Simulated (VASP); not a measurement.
# NbSnTe4 (P4/mmm) in VASP: notebook, part 4 of 4

VASP 6.6.1. Earlier steps stand in the parts before.

**5. Single point, PBE**

This run uses another cell than the first one, of 31.46 Å³/atom.

INCAR reads:

```
SYSTEM = NbSnTe4
PREC = Accurate
ENCUT = 520
EDIFF = 1E-6
ISMEAR = 0
SIGMA = 0.1
LREAL = .FALSE.
LASPH = .TRUE.
NELM = 80
ALGO = Normal
ISIF = 2
LWAVE = .FALSE.
LCHARG = .FALSE.
GGA = PE
NBANDS = 34
```

KPOINTS reads:

```
Automatic mesh
0
G
  12 12 4
  0 0 0
```

POSCAR reads:

```
NbSnTe4
1.0
    3.3676918453      0.0000000000      0.0000000000
    0.0000000000      3.3676918453      0.0000000000
    0.0000000000      0.0000000000     16.6415311982
Nb Sn Te
1 1 4
Direct
    0.0000000000      0.0000000000      0.0000000000
    0.0000000000      0.0000000000      0.5000000000
    0.5000000000      0.5000000000      0.3542335971
    0.5000000000      0.5000000000      0.8962968328
    0.5000000000      0.5000000000      0.1037031672
    0.5000000000      0.5000000000      0.6457664029
```

Potentials or basis: VASP PAW PBE potentials, release 64 (Nb_sv, Sn_d, Te).

Launch:

```console
cat potpaw_PBE.64/Nb_sv/POTCAR potpaw_PBE.64/Sn_d/POTCAR potpaw_PBE.64/Te/POTCAR > POTCAR
mpirun -np 1 vasp_std > vasp.out
```

OUTCAR:

```text
SYSTEM = NbSnTe4
   PREC = Accurate
   ENCUT = 520
   EDIFF = 1E-6
   ISMEAR = 0
   LREAL = .FALSE.
   LASPH = .TRUE.
   NELM = 80
   ISIF = 2
   GGA = PE

 ion  position               nearest neighbor table
   1  0.000  0.000  0.000-   4 2.94   5 2.94   4 2.94   5 2.94   4 2.94   5 2.94   4 2.94   5 2.94

   2  0.000  0.000  0.500-   3 3.40   6 3.40   3 3.40   6 3.40   3 3.40   6 3.40   3 3.40   6 3.40

   3  0.500  0.500  0.354-   2 3.40   2 3.40   2 3.40   2 3.40
   4  0.500  0.500  0.896-   1 2.94   1 2.94   1 2.94   1 2.94   5 3.45
   5  0.500  0.500  0.104-   1 2.94   1 2.94   1 2.94   1 2.94   4 3.45
   6  0.500  0.500  0.646-   2 3.40   2 3.40   2 3.40   2 3.40

  LATTYP: Found a simple tetragonal cell.
 ALAT       =     3.3676918453
 C/A-ratio  =     4.9415243326

  Lattice vectors:

 A1 = (   3.3676918453,   0.0000000000,   0.0000000000)
 A2 = (   0.0000000000,   3.3676918453,   0.0000000000)
 A3 = (   0.0000000000,   0.0000000000,  16.6415311982)

Analysis of symmetry for initial positions (statically):
=====================================================================
 Subroutine PRICEL returns:
 Original cell was already a primitive cell.

 Routine SETGRP: Setting up the symmetry group for a
 simple tetragonal supercell.

 Subroutine GETGRP returns: Found 16 space group operations
 (whereof 16 operations were pure point group operations)
 out of a pool of 16 trial point group operations.

The static configuration has the point symmetry D_4h.

Analysis of symmetry for dynamics (positions and initial velocities):
=====================================================================
 Subroutine PRICEL returns:
 Original cell was already a primitive cell.

 Routine SETGRP: Setting up the symmetry group for a
 simple tetragonal supercell.

 Subroutine GETGRP returns: Found 16 space group operations
 (whereof 16 operations were pure point group operations)
 out of a pool of 16 trial point group operations.

The dynamic configuration has the point symmetry D_4h.

 Subroutine INISYM returns: Found 16 space group operations
[... 130 lines left out ...]
   GGA     = PE    functional components
   LHFCALC =     F    Hartree Fock is set to
   AEXX    =    0.0000 exact exchange contribution
   IVDW    =     0    specifies the selected vdW correction
   LEPSILON=     F    determine dielectric tensor
   LRPA    =     F    only Hartree local field effects (RPA)
 non-spin polarized calculation
 Gauss-broadening in eV      SIGMA  =   0.10
  energy-cutoff  :      520.00
  volume of cell :      188.74
 maximum number of plane-waves:      5111
 NGX is ok and might be reduce to    28
   NGX = 13   NGY = 13   NGZ = 61

 number of electron      51.0000006 magnetization

 Free energy of the ion-electron system (eV)
  ---------------------------------------------------
  ext. energy  EPLUGINS =         0.00000000
  ---------------------------------------------------
  free energy    TOTEN  =       -27.17611733 eV

  energy without entropy =      -27.15357165  energy(sigma->0) =      -27.16484449

 E-fermi :   6.3083     XC(G=0):  -9.2721

 val. band max:        6.2962231177   @ k =   0.3333   0.0000   0.0000
 cond. band min:       6.3249803174   @ k =   0.5000   0.3333   0.0000
 fundamental gap:      0.0287571997
 Fermi energy:         6.3082681604

 k-point     1 :       0.0000    0.0000    0.0000
  band No.  band energies     occupation
      1     -48.7431      2.00000
      2     -24.8583      2.00000
      3     -24.7095      2.00000
      4     -24.7095      2.00000
      5     -15.6997      2.00000
      6     -15.6551      2.00000
[... 877 lines left out ...]
     33       9.1567      0.00000
     34       9.3642      0.00000

 [... further k-points ...]

------------------------ aborting loop because EDIFF is reached ----------------------------------------

  FORCE on cell =-STRESS in cart. coord.  units (eV):
  Direction    XX          YY          ZZ          XY          YZ          ZX
  --------------------------------------------------------------------------------------
  -------------------------------------------------------------------------------------
  Total       -0.0576708     -0.0576708     -0.0489825      0.0000000     -0.0000000      0.0000000
  in kB       -0.4895633     -0.4895633     -0.4158084      0.0000000     -0.0000000      0.0000000
  external PRESSURE =      -0.4649783 kB  Pullay stress =       0.0000000 kB

 VOLUME and BASIS-vectors are now :
 -----------------------------------------------------------------------------
  energy-cutoff  :      520.00
  volume of cell :      188.74
      direct lattice vectors                 reciprocal lattice vectors
     3.367691845  0.000000000  0.000000000     0.296939282  0.000000000  0.000000000
     0.000000000  3.367691845  0.000000000     0.000000000  0.296939282  0.000000000
     0.000000000  0.000000000 16.641531198     0.000000000  0.000000000  0.060090624

 POSITION                                       TOTAL-FORCE (eV/Angst)
 -----------------------------------------------------------------------------------
      0.00000      0.00000      0.00000         0.000000      0.000000      0.000000
      0.00000      0.00000      8.32077         0.000000      0.000000      0.000000
      1.68385      1.68385      5.89499         0.000000      0.000000      0.005006
      1.68385      1.68385     14.91575        -0.000000     -0.000000      0.010509
      1.68385      1.68385      1.72578         0.000000     -0.000000     -0.010509
      1.68385      1.68385     10.74654         0.000000      0.000000     -0.005006
 -----------------------------------------------------------------------------------
    total drift:                               -0.000000      0.000000      0.000000

  FREE ENERGIE OF THE ION-ELECTRON SYSTEM (eV)
  ---------------------------------------------------
  free  energy   TOTEN  =       -27.1761173336 eV

  energy  without entropy=      -27.1535716503  energy(sigma->0) =      -27.16484449
```

OSZICAR:

```text
N       E                     dE             d eps       ncg     rms          rms(c)
DAV:   1     0.451996577319E+03    0.45200E+03   -0.21801E+04  5744   0.146E+03
DAV:   2     0.335246747577E+02   -0.41847E+03   -0.40380E+03  6138   0.400E+02
DAV:   3    -0.231834307957E+02   -0.56708E+02   -0.53639E+02  7624   0.141E+02
DAV:   4    -0.277805165131E+02   -0.45971E+01   -0.44926E+01  9742   0.367E+01
DAV:   5    -0.279692268407E+02   -0.18871E+00   -0.18726E+00  8644   0.614E+00    0.136E+01
DAV:   6    -0.275091148383E+02    0.46011E+00   -0.65972E+00  8112   0.841E+00    0.778E+00
DAV:   7    -0.288367920007E+02   -0.13277E+01   -0.19492E+01  9388   0.762E+00    0.680E+00
DAV:   8    -0.272702590534E+02    0.15665E+01   -0.60377E+00  8074   0.750E+00    0.239E+00
DAV:   9    -0.271792790612E+02    0.90980E-01   -0.37604E-01  7650   0.306E+00    0.124E+00
DAV:  10    -0.271762571745E+02    0.30219E-02   -0.49335E-02  7522   0.871E-01    0.403E-01
DAV:  11    -0.271760189758E+02    0.23820E-03   -0.10074E-02  7172   0.560E-01    0.312E-01
DAV:  12    -0.271761386887E+02   -0.11971E-03   -0.10846E-03  8462   0.170E-01    0.894E-02
DAV:  13    -0.271760960296E+02    0.42659E-04   -0.20141E-04  8096   0.640E-02    0.299E-02
DAV:  14    -0.271761117912E+02   -0.15762E-04   -0.56354E-05  6674   0.359E-02    0.103E-02
DAV:  15    -0.271761155908E+02   -0.37996E-05   -0.70950E-06  6768   0.111E-02    0.676E-03
DAV:  16    -0.271761167469E+02   -0.11561E-05   -0.23651E-06  5630   0.714E-03    0.344E-03
DAV:  17    -0.271761173336E+02   -0.58673E-06   -0.82056E-07  4528   0.425E-03
   1 F= -.27176117E+02 E0= -.27164844E+02  d E =-.225457E-01
```

stdout:

```text
POSCAR found type information on POSCAR NbSnTe
 POSCAR found :  3 types and       6 ions
 scaLAPACK will be used
 LDA part: xc-table for (Slater+PW92), standard interpolation
 POSCAR, INCAR and KPOINTS ok, starting setup
 FFT: planning ... GRIDC
 FFT: planning ... GRID_SOFT
 FFT: planning ... GRID
 WAVECAR not read
 entering main loop
```

It took 7.3 min on 1 thread of Intel Xeon Platinum 8559C (Emerald Rapids), shared host; peak memory 0.67 GiB.

What came out:

| Property | Result |
| --- | --- |
| Free energy | -27.1761 eV |
| Pressure | 0.0 GPa |
| Largest force | 0.011 eV/Å |
| Band gap on the k mesh | zero (an odd number of electrons rules out a gap without spin polarisation) |

Forces in eV/Å, atoms in the order of the input:
```
Nb   0.000  0.000  0.000
Sn   0.000  0.000  0.000
Te   0.000  0.000  0.005
Te   0.000  0.000  0.011
Te   0.000  0.000 -0.011
Te   0.000  0.000 -0.005
```

Caveat: spin-orbit coupling is left out, which moves the levels of the heavy elements; this functional lacks dispersion, which binds the layers, so the pressure and a relaxed spacing across them are unreliable.

**6. The runs side by side**

```csv
task,cell,k mesh,cutoff (eV),gap on the mesh (eV),pressure (GPa),largest force (eV/Å)
single point,"a = 3.521, b = 3.521, c = 13.268 Å, 6 atoms, atomic positions A",6 × 6 × 2,520,none,3.4,2.16
single point,"a = 3.446, b = 3.446, c = 15.352 Å, 6 atoms, atomic positions B",6 × 6 × 2,520,none,0.0,0.02
relaxation of cell and atoms,"relaxed from a = 3.521, b = 3.521, c = 13.268 Å, 6 atoms, atomic positions A",6 × 6 × 2,600,none,0.1,0.02
single point,"a = 3.368, b = 3.368, c = 16.642 Å, 6 atoms, atomic positions C",12 × 12 × 4,520,none,0.0,0.01
```

Alike in all rows: level PBE; potentials or basis VASP PAW PBE potentials, release 64 (Nb_sv, Sn_d, Te); no spin polarisation; smearing gaussian 0.1 eV.

Caveats: spin-orbit coupling is left out, which moves the levels of the heavy elements; this functional lacks dispersion, which binds the layers, so the pressure and a relaxed spacing across them are unreliable (at least some runs); the cell stands under pressure (at least some runs); forces of over 1 eV/Å act on the atoms, so gaps and moduli don't describe the material at rest (at least some runs); a cell axis changed by over 15 % at a fixed basis, so the end point is rough (at least some runs).

Absolute energies hang on the potentials; compare differences alone.
